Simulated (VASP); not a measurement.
# PbSe (Pm-3m) in VASP: notebook

PbSe is run at these levels: PBEsol; tasks: single point.

All numbers are computed with VASP 6.6.1; they aren't measurements. Logs are shortened: lines on timing, memory, paths and dates and some standing lists are left out, and cuts for length are marked.

### Step 1. The cell of the first run

The structure is cubic, space group Pm-3m (No. 221). The conventional cell has a = 3.784 Å, b = 3.784 Å, c = 3.784 Å, α = 90.00°, β = 90.00°, γ = 90.00°. Pb (site symmetry m-3m) has 8 Se at 3.28 Å and 6 Pb at 3.78 Å within 4.3 Å. Within 4.3 Å of Se (site symmetry m-3m) lie 8 Pb at 3.28 Å and 6 Se at 3.78 Å.

### Step 2. Single point, PBEsol

INCAR

```
SYSTEM = PbSe
ALGO = Normal
EDIFF = 1E-6
ENCUT = 520
GGA = PS
ISIF = 2
ISMEAR = 1
LASPH = .TRUE.
LCHARG = .TRUE.
LELF = .TRUE.
LREAL = .FALSE.
LVHAR = .TRUE.
LWAVE = .FALSE.
NBANDS = 17
NELM = 100
PREC = Accurate
SIGMA = 0.1
```

KPOINTS

```
k-points
0
G
  6 6 6
  0 0 0
```

POSCAR

```
PbSe
1.0
    3.7843220000      0.0000000000      0.0000000000
    0.0000000000      3.7843220000      0.0000000000
    0.0000000000      0.0000000000      3.7843220000
Pb Se
1 1
Direct
    0.0000000000      0.0000000000      0.0000000000
    0.5000000000      0.5000000000      0.5000000000
```

Potentials or basis: VASP PAW PBE potentials, release 64 (Pb_d, Se).

Started as:

```sh
$ cat potpaw_PBE.64/Pb_d/POTCAR potpaw_PBE.64/Se/POTCAR > POTCAR
$ mpirun -np 1 vasp_std > vasp.out
```

OUTCAR:

```text
SYSTEM = PbSe
   EDIFF = 1E-6
   ENCUT = 520
   GGA = PS
   ISIF = 2
   ISMEAR = 1
   LASPH = .TRUE.
   LREAL = .FALSE.
   NELM = 100
   PREC = Accurate

 ion  position               nearest neighbor table
   1  0.000  0.000  0.000-   2 3.28   2 3.28   2 3.28   2 3.28   2 3.28   2 3.28   2 3.28   2 3.28

   2  0.500  0.500  0.500-   1 3.28   1 3.28   1 3.28   1 3.28   1 3.28   1 3.28   1 3.28   1 3.28

  LATTYP: Found a simple cubic cell.
 ALAT       =     3.7843220000

  Lattice vectors:

 A1 = (   3.7843220000,   0.0000000000,   0.0000000000)
 A2 = (   0.0000000000,   3.7843220000,   0.0000000000)
 A3 = (   0.0000000000,   0.0000000000,   3.7843220000)

Analysis of symmetry for initial positions (statically):
=====================================================================
 Subroutine PRICEL returns:
 Original cell was already a primitive cell.

 Routine SETGRP: Setting up the symmetry group for a
 simple cubic supercell.

 Subroutine GETGRP returns: Found 48 space group operations
 (whereof 48 operations were pure point group operations)
 out of a pool of 48 trial point group operations.

The static configuration has the point symmetry O_h .

Analysis of symmetry for dynamics (positions and initial velocities):
=====================================================================
 Subroutine PRICEL returns:
 Original cell was already a primitive cell.

 Routine SETGRP: Setting up the symmetry group for a
 simple cubic supercell.

 Subroutine GETGRP returns: Found 48 space group operations
 (whereof 48 operations were pure point group operations)
 out of a pool of 48 trial point group operations.

The dynamic configuration has the point symmetry O_h .

 Subroutine INISYM returns: Found 48 space group operations
 (whereof 48 operations are pure point group operations),
 and found     1 'primitive' translations

----------------------------------------------------------------------------------------

                                     Primitive cell

  volume of cell :      54.1956

  direct lattice vectors                    reciprocal lattice vectors
     3.784322000  0.000000000  0.000000000     0.264248127  0.000000000  0.000000000
     0.000000000  3.784322000  0.000000000     0.000000000  0.264248127  0.000000000
     0.000000000  0.000000000  3.784322000     0.000000000  0.000000000  0.264248127

  length of vectors
     3.784322000  3.784322000  3.784322000     0.264248127  0.264248127  0.264248127

  position of ions in fractional coordinates (direct lattice)
     0.000000000  0.000000000  0.000000000
     0.500000000  0.500000000  0.500000000

  ion indices of the primitive-cell ions
   primitive index   ion index
                 1           1
                 2           2

----------------------------------------------------------------------------------------

 KPOINTS: k-points

Automatic generation of k-mesh.
 Grid dimensions read from file:
 generate k-points for:    6    6    6

 Generating k-lattice:

  Cartesian coordinates                     Fractional coordinates (reciprocal lattice)
     0.044041354  0.000000000  0.000000000     0.166666667  0.000000000  0.000000000
     0.000000000  0.044041354  0.000000000     0.000000000  0.166666667  0.000000000
     0.000000000  0.000000000  0.044041354     0.000000000  0.000000000  0.166666667

  Length of vectors
     0.044041354  0.044041354  0.044041354

  Shift w.r.t. Gamma in fractional coordinates (k-lattice)
     0.000000000  0.000000000  0.000000000

 Subroutine IBZKPT returns following result:
 ===========================================

 Found     20 irreducible k-points:

 Following reciprocal coordinates:
            Coordinates               Weight
  0.000000  0.000000  0.000000      1.000000
  0.166667  0.000000  0.000000      6.000000
  0.333333  0.000000  0.000000      6.000000
  0.500000  0.000000  0.000000      3.000000
  0.166667  0.166667  0.000000     12.000000
  0.333333  0.166667  0.000000     24.000000
[... 12 lines left out ...]
  0.500000  0.500000  0.333333      6.000000
  0.500000  0.500000  0.500000      1.000000
   k-points           NKPTS =     20   k-points in BZ     NKDIM =     20   number of bands    NBANDS=     17
   number of dos      NEDOS =    301   number of ions     NIONS =      2
   total plane-waves  NPLWV =  21952
   dimension x,y,z NGX =    28 NGY =   28 NGZ =   28
   dimension x,y,z NGXF=    56 NGYF=   56 NGZF=   56
   ions per type =               1   1
   NGX,Y,Z   is equivalent  to a cutoff of  12.30, 12.30, 12.30 a.u.
   NGXF,Y,Z  is equivalent  to a cutoff of  24.60, 24.60, 24.60 a.u.
 SYSTEM =  PbSe
   PREC   = accura    normal or accurate (medium, high low for compatibility)
   ISTART =      0    job   : 0-new  1-cont  2-samecut
   ICHARG =      2    charge: 1-file 2-atom 10-const
   ISPIN  =      1    spin polarized calculation?
   LNONCOLLINEAR =      F non collinear calculations
   LSORBIT =      F    spin-orbit coupling
   LASPH  =      T    aspherical Exc in radial PAW
   ENCUT  =  520.0 eV  38.22 Ry    6.18 a.u.   7.04  7.04  7.04*2*pi/ulx,y,z
   NELM   =    100;   NELMIN=  2; NELMDL= -5     # of ELM steps
   EDIFF  = 0.1E-05   stopping-criterion for ELM
   LREAL  =      F    real-space projection
   EDIFFG = 0.1E-04   stopping-criterion for IOM
   NSW    =      0    number of steps for IOM
   IBRION =     -1    ionic relax: 0-MD 1-quasi-New 2-CG
   NFREE  =      0    steps in history (QN), initial steepest desc. (CG)
   ISIF   =      2    stress and relaxation
   ISYM   =      2    0-nonsym 1-usesym 2-fastsym
   POTIM  = 0.5000    time-step for ionic-motion
   TEBEG  =    0.0;   TEEND  =   0.0 temperature during run
   PSTRESS=    0.0 pullay stress
   NELECT =      20.0000    total number of electrons
   NUPDOWN=      -1.0000    fix difference up-down
   EMIN   =  10.00;   EMAX   =-10.00  energy-range for DOS
   EFERMI =   0.00;   METHOD = LEGACY
   ISMEAR =     1;   SIGMA  =   0.10  broadening in eV -4-tet -1-fermi 0-gaus
   EFERMI_NEDOS =   21; number of points for ismear=-14 and -15
   IALGO  =     38    algorithm
   IMIX   =      4    mixing-type and parameters
     AMIX     =   0.40;   BMIX     =  1.00
     AMIX_MAG =   1.60;   BMIX_MAG =  1.00
  volume/ion in A,a.u.               =      27.10       182.87
  Fermi-wavevector in a.u.,A,eV,Ry     =   1.174258  2.219025 18.760817  1.378881
  Thomas-Fermi vector in A             =   2.310658
   LORBIT       =      0    0 simple, 1 ext, 2 COOP (PROOUT), +10 PAW based schemes
   GGA     = PS    functional components
   LHFCALC =     F    Hartree Fock is set to
   AEXX    =    0.0000 exact exchange contribution
   IVDW    =     0    specifies the selected vdW correction
   LEPSILON=     F    determine dielectric tensor
   LRPA    =     F    only Hartree local field effects (RPA)
 non-spin polarized calculation
 Methfessel and Paxton  Order N= 1 SIGMA  =   0.10
  energy-cutoff  :      520.00
  volume of cell :       54.20
 maximum number of plane-waves:      1492
   NGX = 15   NGY = 15   NGZ = 15

 number of electron      20.0000009 magnetization

 Free energy of the ion-electron system (eV)
  ---------------------------------------------------
  ext. energy  EPLUGINS =         0.00000000
  ---------------------------------------------------
  free energy    TOTEN  =        -8.46325070 eV

  energy without entropy =       -8.46186195  energy(sigma->0) =       -8.46278778

 E-fermi :   5.1993     XC(G=0): -10.1223

 val. band max:        5.1879287009   @ k =   0.5000   0.5000   0.0000
 cond. band min:       5.2037487650   @ k =   0.5000   0.3333   0.3333
 fundamental gap:      0.0158200641
 Fermi energy:         5.1992991283

 k-point     1 :       0.0000    0.0000    0.0000
  band No.  band energies     occupation
      1     -11.6602      2.00000
      2     -11.6602      2.00000
      3     -11.5094      2.00000
      4     -11.5094      2.00000
      5     -11.5094      2.00000
      6      -8.0340      2.00000
[... 9 lines left out ...]
     16      16.3353      0.00000
     17      17.9804      0.00000

 k-point     2 :       0.1667    0.0000    0.0000
  band No.  band energies     occupation
      1     -11.6585      2.00000
      2     -11.6309      2.00000
      3     -11.5203      2.00000
      4     -11.5203      2.00000
      5     -11.5084      2.00000
      6      -7.8333      2.00000
[... 9 lines left out ...]
     16      16.6767      0.00000
     17      17.3092      0.00000

 k-point     3 :       0.3333    0.0000    0.0000
  band No.  band energies     occupation
      1     -11.6551      2.00000
      2     -11.5727      2.00000
      3     -11.5418      2.00000
      4     -11.5418      2.00000
      5     -11.5065      2.00000
      6      -7.3267      2.00000
[... 9 lines left out ...]
     16      15.0603      0.00000
     17      17.7775      0.00000

 k-point     4 :       0.5000    0.0000    0.0000
  band No.  band energies     occupation
      1     -11.6534      2.00000
      2     -11.5525      2.00000
      3     -11.5525      2.00000
      4     -11.5437      2.00000
      5     -11.5055      2.00000
      6      -6.9755      2.00000
[... 9 lines left out ...]
     16      18.1702      0.00000
     17      18.3268      0.00000
[... 263 lines left out ...]
      1     -11.6027      2.00000
      2     -11.5895      2.00000
      3     -11.5746      2.00000
      4     -11.5148      2.00000
      5     -11.4839      2.00000
      6      -6.2547      2.00000
[... 9 lines left out ...]
     16      16.9011      0.00000
     17      20.2790      0.00000

 k-point    19 :       0.5000    0.5000    0.3333
  band No.  band energies     occupation
      1     -11.6124      2.00000
      2     -11.5877      2.00000
      3     -11.5877      2.00000
      4     -11.4988      2.00000
      5     -11.4667      2.00000
      6      -6.1606      2.00000
[... 9 lines left out ...]
     16      17.8985      0.00000
     17      20.7225      0.00000

 k-point    20 :       0.5000    0.5000    0.5000
  band No.  band energies     occupation
      1     -11.6020      2.00000
      2     -11.6020      2.00000
      3     -11.6020      2.00000
      4     -11.4661      2.00000
      5     -11.4661      2.00000
      6      -6.0982      2.00000
[... 9 lines left out ...]
     16      18.8734      0.00000
     17      22.4413      0.00000

------------------------ aborting loop because EDIFF is reached ----------------------------------------

  FORCE on cell =-STRESS in cart. coord.  units (eV):
  Direction    XX          YY          ZZ          XY          YZ          ZX
  --------------------------------------------------------------------------------------
  -------------------------------------------------------------------------------------
  Total       -1.0994919     -1.0994919     -1.0994919     -0.0000000     -0.0000000     -0.0000000
  in kB      -32.5041162    -32.5041162    -32.5041162     -0.0000000     -0.0000000     -0.0000000
  external PRESSURE =     -32.5041162 kB  Pullay stress =       0.0000000 kB

 VOLUME and BASIS-vectors are now :
 -----------------------------------------------------------------------------
  energy-cutoff  :      520.00
  volume of cell :       54.20
      direct lattice vectors                 reciprocal lattice vectors
     3.784322000  0.000000000  0.000000000     0.264248127  0.000000000  0.000000000
     0.000000000  3.784322000  0.000000000     0.000000000  0.264248127  0.000000000
     0.000000000  0.000000000  3.784322000     0.000000000  0.000000000  0.264248127

 POSITION                                       TOTAL-FORCE (eV/Angst)
 -----------------------------------------------------------------------------------
      0.00000      0.00000      0.00000         0.000000      0.000000      0.000000
      1.89216      1.89216      1.89216         0.000000      0.000000      0.000000
 -----------------------------------------------------------------------------------
    total drift:                               -0.000000      0.000000      0.000000

  FREE ENERGIE OF THE ION-ELECTRON SYSTEM (eV)
  ---------------------------------------------------
  free  energy   TOTEN  =        -8.4632507013 eV

  energy  without entropy=       -8.4618619485  energy(sigma->0) =       -8.46278778
```

It took 13 s on 1 thread of Intel Xeon Platinum 8488C (Sapphire Rapids), shared host; peak memory 0.16 GiB.

What came out:

```yaml
Free_energy: -8.4633 eV
Pressure: -3.3 GPa
Band_gap_on_the_k_mesh: zero (band 10 reaches 5.31 eV, above the bottom of band 11 at 4.53 eV)
```

Levels at points of the mesh, in eV from the Fermi level:
```tsv
k point	band 7	band 8	band 9	band 10	band 11	band 12	band 13	band 14
(0.00, 0.00, 0.00)	-7.10	-1.51	-1.51	-1.51	5.03	5.03	6.02	6.02
(0.50, 0.00, 0.00)	-9.00	-0.29	-0.27	-0.27	0.02	3.35	3.35	6.42
(0.50, 0.50, 0.00)	-7.50	-4.38	-4.38	-0.01	4.08	4.08	4.95	6.68
(0.50, 0.50, 0.50)	-6.44	-2.36	-2.36	-2.36	-0.67	-0.67	-0.67	13.67
```

Caveat: the PAW data sets were made with another functional, which shifts forces and pressure a little; spin-orbit coupling is left out, which moves the levels of the heavy elements.

### Step 3. Single point, PBEsol

INCAR

```
PREC = Accurate
ENCUT = 520
EDIFF = 1E-6
ISMEAR = 1
SIGMA = 0.1
LREAL = F
LASPH = T
NELM = 80
ALGO = Normal
ISIF = 2
LWAVE = F
LCHARG = F
GGA = PS
NBANDS = 17
```

KPOINTS

```
regular mesh
0
Gamma
  8 8 8
```

POSCAR is that of step 2.

Potentials or basis: VASP PAW PBE potentials, release 64 (Pb_d, Se).

Started as:

```sh
$ cat potpaw_PBE.64/Pb_d/POTCAR potpaw_PBE.64/Se/POTCAR > POTCAR
$ mpirun -np 1 vasp_std > vasp.out
```

Run time: 17 s. Hardware: 1 thread of Intel Xeon Platinum 8488C (Sapphire Rapids), shared host; peak memory 0.17 GiB.

The run converged. Its results:

```yaml
Free_energy: -8.4772 eV
Pressure: -3.3 GPa
Band_gap_on_the_k_mesh: zero (band 10 reaches 5.22 eV, above the bottom of band 11 at 4.54 eV)
```

Levels at points of the mesh, in eV from the Fermi level:
| k point | band 6 | band 7 | band 8 | band 9 | band 10 | band 11 | band 12 | band 13 | band 14 | band 15 |
| --- | --- | --- | --- | --- | --- | --- | --- | --- | --- | --- |
| (0.00, 0.00, 0.00) | -13.23 | -7.09 | -1.50 | -1.50 | -1.50 | 5.04 | 5.04 | 6.04 | 6.04 | 6.04 |
| (0.50, 0.00, 0.00) | -12.17 | -8.98 | -0.28 | -0.27 | -0.27 | 0.04 | 3.37 | 3.37 | 6.43 | 8.29 |
| (0.50, 0.50, 0.00) | -11.53 | -7.48 | -4.37 | -4.37 | -0.01 | 4.09 | 4.09 | 4.96 | 6.69 | 8.63 |
| (0.50, 0.50, 0.50) | -11.29 | -6.43 | -2.35 | -2.35 | -2.35 | -0.65 | -0.65 | -0.65 | 13.68 | 13.68 |

Caveat: the PAW data sets were made with another functional, which shifts forces and pressure a little; spin-orbit coupling is left out, which moves the levels of the heavy elements.

[end of part 1 of 2]
